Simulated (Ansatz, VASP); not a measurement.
## ZrB2 in VASP and in Ansatz

```xyz
3
Lattice="3.1700 0.0000 0.0000 -1.5850 2.7453 0.0000 0.0000 0.0000 3.5330" Properties=species:S:1:pos:R:3 pbc="T T T"
Zr    0.0000    0.0000    0.0000
B     0.0000    1.8302    1.7665
B     1.5850    0.9151    1.7665
```

Alike in both runs: task electric field gradients; functional PBE; k mesh 16 × 16 × 12; occupations fermi-dirac, width 0.05 eV; no spin polarisation.

```csv
,VASP,Ansatz
version,VASP 6.6.1,Ansatz 0.2.0
potentials or method,"VASP PAW PBE potentials, release 64 (Zr_sv, B)","plane-wave PAW, scalar-relativistic"
plane-wave cutoff (eV),520,420
valence electrons in the cell,18,18
```

Ansatz gave:

| Quantity | Value |
| --- | --- |
| pressure (GPa) | 0.8 |
| traceless stress, the component that is largest in VASP (GPa) | 0.44 |
| size of Vzz on the site where it differs most (V/Å²) | 45.2 |

Which values does VASP return?

Pressure (GPa): 0.9; traceless stress, the component that is largest in VASP (GPa): 0.48; size of Vzz on the site where it differs most (V/Å²): 41.7.
